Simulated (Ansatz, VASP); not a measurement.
One calculation of C, two programs

```xyz
2
Lattice="-1.2588 1.2588 1.7801 1.2588 -1.2588 1.7801 1.2588 1.2588 -1.7801" Properties=species:S:1:pos:R:3 pbc="T T T"
C     0.0000    0.0000    0.0000
C     0.0000    1.2588    0.8900
```

Alike in both runs: functional r2SCAN; k mesh 8 × 8 × 8; occupations gaussian, width 0.1 eV; no spin polarisation.

Ansatz relaxed the structure, and its values are those at the end. VASP's run is a single point on that final structure, the one shown.

|  | VASP | Ansatz |
| --- | --- | --- |
| version | VASP 6.6.1 | Ansatz 0.2.0 |
| potentials or method | VASP PAW PBE potentials, release 64 (C), cutoff 520 eV | scalar-relativistic, plane waves, PAW |
| valence electrons in the cell | 8 | 8 |

|  | VASP | Ansatz | Ansatz less VASP |
| --- | --- | --- | --- |
| gap on the k mesh at the Fermi level (eV) | 4.34 | 4.36 | +0.029 |
| least direct gap on the mesh (eV) | 5.85 | 5.89 | +0.045 |

VASP's potentials were made for PBE, not for r2SCAN.

The k mesh is coarse, so the values compare programs but aren't converged.
